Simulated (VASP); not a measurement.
A run of VASP 6.6.1 is set up as follows.

File INCAR:

```
  PREC = Accurate
  ENCUT = 520
  EDIFF = 1E-6
  ISMEAR = -1
  SIGMA = 0.1
  LREAL = F
  LASPH = T
  NELM = 80
  ALGO = Normal
  ISIF = 2
  LWAVE = F
  LCHARG = F
  GGA = PS
  NBANDS = 8
```

Contents of KPOINTS:

```
Automatic mesh
0
Gamma
  15 15 15
```

File POSCAR:

```
Al
1.0
   -1.6177390015      1.6177390015      1.5912186900
    1.6177390015     -1.6177390015      1.5912186900
    1.6177390015      1.6177390015     -1.5912186900
Al
1
Direct
    0.0000000000      0.0000000000      0.0000000000
```

Potentials or basis: VASP PAW PBE potentials, release 64 (Al).

Run with:

```bash
$ cat potpaw_PBE.64/Al/POTCAR > POTCAR
$ mpirun -np 1 vasp_std > vasp.out
```

Question: Estimate the pressure.

Answer: -0.3 GPa.

Stress tensor (GPa, compression positive):
```
-0.01  0.00  0.00
 0.00 -0.01  0.00
 0.00  0.00 -0.86
```

Caveat: the PAW data sets were made with another functional, which shifts forces and pressure a little.
